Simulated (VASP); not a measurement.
# SiGe (P6_3mc) in VASP: a series of runs, part 2 of 2

VASP 6.6.1.

## 3. Single point, r2SCAN (all Si atoms moved +0.125 Å, as atom 1 along Cartesian [0 0 1])

POSCAR

```
SiGe
1.0
    3.9044512986      0.0000000000      0.0000000000
   -1.9522256493      3.3813540124      0.0000000000
    0.0000000000      0.0000000000      6.4507830000
Si Ge
2 2
Direct
    0.6666666667      0.3333333333      0.8939844926
    0.3333333333      0.6666666667      0.3939844926
    0.6666666667      0.3333333333      0.5003920000
    0.3333333333      0.6666666667      0.0003920000
```

INCAR.step1

```
PREC = Accurate ; ENCUT = 520
ISMEAR = 0 ; SIGMA = 0.05
LREAL = False ; LASPH = True
NELM = 80 ; NBANDS = 26
GGA = PE ; ALGO = Normal
EDIFF = 1E-4 ; LWAVE = True
LCHARG = False
```

INCAR.step2

```
PREC = Accurate ; ENCUT = 520
EDIFF = 1E-6 ; ISMEAR = 0
SIGMA = 0.05 ; LREAL = False
LASPH = True ; NELM = 80
ALGO = Normal ; ISIF = 2
LWAVE = False ; LCHARG = False
METAGGA = R2SCAN ; LMIXTAU = True
NBANDS = 26 ; ISTART = 1
```

KPOINTS

```
regular mesh
0
Gamma
  12 12 4
```

Potentials or basis: VASP PAW PBE potentials, release 64 (Si, Ge_d).

On the command line:

```sh
> cat potpaw_PBE.64/Si/POTCAR potpaw_PBE.64/Ge_d/POTCAR > POTCAR
> cp INCAR.step1 INCAR
> mpirun -np 1 vasp_std > vasp.out
> cp INCAR.step2 INCAR
> mpirun -np 1 vasp_std > vasp.out
```

OUTCAR:

```text
PREC = Accurate
   ENCUT = 520
   EDIFF = 1E-6
   ISMEAR = 0
   LREAL = False
   LASPH = True
   NELM = 80
   ISIF = 2
   METAGGA = R2SCAN
   ISTART = 1

 ion  position               nearest neighbor table
   1  0.667  0.333  0.894-   4 2.36   4 2.36   4 2.36   3 2.54
   2  0.333  0.667  0.394-   3 2.36   3 2.36   3 2.36   4 2.54
   3  0.667  0.333  0.500-   2 2.36   2 2.36   2 2.36   1 2.54
   4  0.333  0.667  0.000-   1 2.36   1 2.36   1 2.36   2 2.54

  LATTYP: Found a hexagonal cell.
[... 897 lines left out ...]
  FORCE on cell =-STRESS in cart. coord.  units (eV):
  Direction    XX          YY          ZZ          XY          YZ          ZX
  --------------------------------------------------------------------------------------
  -------------------------------------------------------------------------------------
  Total        1.3215305      1.3215305     -1.7591584      0.0000000      0.0000000     -0.0000000
  in kB       24.8613487     24.8613487    -33.0942418      0.0000000      0.0000000     -0.0000000
  external PRESSURE =       5.5428186 kB  Pullay stress =       0.0000000 kB

 VOLUME and BASIS-vectors are now :
 -----------------------------------------------------------------------------
  energy-cutoff  :      520.00
  volume of cell :       85.17
      direct lattice vectors                 reciprocal lattice vectors
     3.904451299  0.000000000  0.000000000     0.256117934  0.147869758  0.000000000
    -1.952225649  3.381354012  0.000000000     0.000000000  0.295739516  0.000000000
     0.000000000  0.000000000  6.450783000     0.000000000  0.000000000  0.155019941

 POSITION                                       TOTAL-FORCE (eV/Angst)
 -----------------------------------------------------------------------------------
      1.95223      1.12712      5.76690         0.000000     -0.000000     -1.336350
     -0.00000      2.25424      2.54151        -0.000000      0.000000     -1.336350
      1.95223      1.12712      3.22792        -0.000000      0.000000      1.336350
     -0.00000      2.25424      0.00253         0.000000     -0.000000      1.336350
 -----------------------------------------------------------------------------------
    total drift:                               -0.000000     -0.000000      0.024728

  FREE ENERGIE OF THE ION-ELECTRON SYSTEM (eV)
  ---------------------------------------------------
  free  energy   TOTEN  =       -44.9960574777 eV

  energy  without entropy=      -44.9959559428  energy(sigma->0) =      -44.99600671
```

Wall time 3 min (1 thread of Intel Xeon 6975P-C (Granite Rapids), shared host); peak memory 0.27 GiB.

Results:

* Free energy: -44.9961 eV
* Pressure: 0.6 GPa
* Largest force: 1.336 eV/Å
* Band gap on the k mesh: 0.07 eV (least direct gap 0.08 eV)

Forces on the atoms (eV/Å):
```
Si   0.000  0.000 -1.336
Si   0.000  0.000 -1.336
Ge   0.000  0.000  1.336
Ge   0.000  0.000  1.336
```

Stress tensor (GPa, compression positive):
```
 2.49  0.00  0.00
 0.00  2.49  0.00
 0.00  0.00 -3.31
```

Caveat: the cell differs from its parent crystal (all Si atoms moved +0.125 Å, as atom 1 along Cartesian [0 0 1]); the PAW data sets were made with another functional, which shifts forces and pressure a little. A k mesh can miss the band edges.

## 4. Single point, r2SCAN (all Si atoms moved +0.500 Å, as atom 1 along Cartesian [0 0 1])

POSCAR: that of step 3 with these lines changed.

```diff
@@ -8,4 +8,4 @@
 Direct
-    0.6666666667      0.3333333333      0.8939844926
-    0.3333333333      0.6666666667      0.3939844926
+    0.6666666667      0.3333333333      0.9521169705
+    0.3333333333      0.6666666667      0.4521169705
     0.6666666667      0.3333333333      0.5003920000
```

INCAR.step1

```
SYSTEM = SiGe
ALGO = Normal ; EDIFF = 1E-4
ENCUT = 520 ; GGA = PE
ISMEAR = 0 ; LASPH = .TRUE.
LCHARG = .FALSE. ; LREAL = .FALSE.
LWAVE = .TRUE. ; NBANDS = 26
NELM = 60 ; PREC = Accurate
SIGMA = 0.05
```

INCAR.step2

```
SYSTEM = SiGe
ALGO = Normal ; EDIFF = 1E-6
ENCUT = 520 ; ISIF = 2
ISMEAR = 0 ; ISTART = 1
LASPH = .TRUE. ; LCHARG = .TRUE.
LELF = .TRUE. ; LMIXTAU = .TRUE.
LREAL = .FALSE. ; LVHAR = .TRUE.
LWAVE = .FALSE. ; METAGGA = R2SCAN
NBANDS = 26 ; NELM = 60
PREC = Accurate ; SIGMA = 0.05
```

KPOINTS

```
k-points
0
G
  12 12 4
  0 0 0
```

On the command line:

```sh
> cat potpaw_PBE.64/Si/POTCAR potpaw_PBE.64/Ge_d/POTCAR > POTCAR
> cp INCAR.step1 INCAR
> mpirun -np 1 vasp_std > vasp.out
> cp INCAR.step2 INCAR
> mpirun -np 1 vasp_std > vasp.out
```

Wall time 3.4 min (1 thread of Intel Xeon 6975P-C (Granite Rapids), shared host); peak memory 0.27 GiB.

The run converged. Its results:

* Free energy: -43.4904 eV
* Pressure: 3.8 GPa
* Largest force: 2.101 eV/Å
* Band gap on the k mesh: zero (bands 18 and 19 overlap by 1.22 eV)

Forces in eV/Å, atoms in the order of the input:
```
Si   0.000  0.000 -2.101
Si   0.000  0.000 -2.101
Ge   0.000  0.000  2.101
Ge   0.000  0.000  2.101
```

Stress tensor (GPa, compression positive):
```
 8.34  0.00  0.00
 0.00  8.34  0.00
 0.00  0.00 -5.21
```

Levels at points of the mesh, in eV from the Fermi level:
| k point | band 15 | band 16 | band 17 | band 18 | band 19 | band 20 | band 21 | band 22 |
| --- | --- | --- | --- | --- | --- | --- | --- | --- |
| (0.00, 0.00, 0.00) | -2.61 | -1.54 | -1.54 | -0.55 | 0.72 | 1.78 | 2.09 | 2.09 |
| (0.50, 0.00, 0.00) | -4.25 | -4.23 | -3.09 | -2.25 | -0.37 | 1.50 | 2.79 | 4.85 |
| (0.00, 0.00, 0.50) | -2.14 | -2.14 | -2.14 | -2.14 | 0.24 | 0.24 | 2.70 | 2.70 |
| (0.50, 0.00, 0.50) | -3.74 | -3.74 | -1.86 | -1.86 | 0.35 | 0.35 | 0.88 | 0.88 |

Caveat: the cell differs from its parent crystal (all Si atoms moved +0.500 Å, as atom 1 along Cartesian [0 0 1]); the cell stands under pressure; the PAW data sets were made with another functional, which shifts forces and pressure a little.

## 5. The runs side by side

```csv
cell,gap on the mesh (eV),pressure (GPa),largest force (eV/Å)
"as given, atomic positions A",none,2.1,4.26
"as given, atomic positions B",0.07,0.6,1.34
"as given, atomic positions C",none,3.8,2.10
```

Alike in all rows: task single point; level r2SCAN; potentials or basis VASP PAW PBE potentials, release 64 (Si, Ge_d); no spin polarisation; k mesh 12 × 12 × 4; cutoff (eV) 520; smearing gaussian 0.05 eV.

Caveats: the PAW data sets were made with another functional, which shifts forces and pressure a little; semilocal functionals underestimate gaps, so a narrow gap can read as zero (at least some runs); the cell stands under pressure (at least some runs).

Total energies depend on the potentials used, so only differences within one code and one set of settings carry meaning.
